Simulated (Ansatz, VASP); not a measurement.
# Two plane-wave programs on Ti2SeS

```
Ti Se S
1.0
     3.34191    0.00000    0.00000
    -1.67095    2.89418    0.00000
     0.00000    0.00000    6.62723
Ti Se S
2 1 1
Direct
  0.00000 0.00000 0.23799
  0.00000 0.00000 0.76201
  0.33333 0.66667 0.50000
  0.33333 0.66667 0.00000
```

Alike in both runs: functional PBE; k mesh 12 × 12 × 6; occupations gaussian, width 0.1 eV; no spin polarisation.

Ansatz relaxed the structure, and its values are those at the end. VASP's run is a single point on that final structure, the one shown.

|  | VASP | Ansatz |
| --- | --- | --- |
| version | VASP 6.6.1 | Ansatz 0.2.0 |
| potentials or method | VASP PAW PBE potentials, release 64 (Ti_sv, Se, S), cutoff 520 eV | scalar-relativistic, plane waves, PAW |
| valence electrons in the cell | 36 | 46 |

```tsv
	VASP	Ansatz	Ansatz less VASP
gap on the k mesh at the Fermi level (eV)	none	none	-
pressure (GPa)	0.1	0.0	-0.13
```

A gap of «none» marks a metal or a gap that the smearing closes. The functional is the same, so the differences come from potentials, cutoffs and numerics. VASP's potentials hold 36 valence electrons a cell and Ansatz's 46, so a difference there can come from the potentials and not from the codes.
